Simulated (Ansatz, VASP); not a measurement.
## LiGe2P3: VASP beside Ansatz

```
Li Ge P
1.0
     3.61469    0.00000    0.00000
     0.00000    3.61469    0.00000
     0.00000    0.00000    7.96349
Li Ge P
1 2 3
Direct
  0.00000 0.00000 0.00000
  0.00000 0.50000 0.73150
  0.50000 0.00000 0.26850
  0.00000 0.50000 0.38350
  0.50000 0.00000 0.61650
  0.50000 0.50000 0.00000
```

Alike in both runs: task relaxation of cell and atoms; functional PBE; k mesh 6 × 6 × 2; occupations gaussian, width 0.1 eV; no spin polarisation.

|  | VASP | Ansatz |
| --- | --- | --- |
| version | VASP 6.6.1 | Ansatz 0.2.0 |
| potentials or method | VASP PAW PBE potentials, release 64 (Li_sv, Ge_d, P), cutoff 600 eV | scalar-relativistic, plane waves, PAW |
| valence electrons in the cell | 46 | 46 |

VASP gave:

```
gap on the k mesh at the Fermi level, each at its own relaxed structure (eV) : none
relaxed volume (Å³/atom)                                                     : 16.55
relaxed cell length with the largest relative difference (Å)                 : 6.863
```

Task: Estimate Ansatz's values.

Result: gap on the k mesh at the Fermi level, each at its own relaxed structure (eV): none; relaxed volume (Å³/atom): 16.42; relaxed cell length with the largest relative difference (Å): 7.029.

A gap of «none» marks a metal or a gap that the smearing closes.

The k mesh is coarse, so the values compare programs but aren't converged. Noted on VASP's run: the cutoff is short for stress, so the pressure is rough.
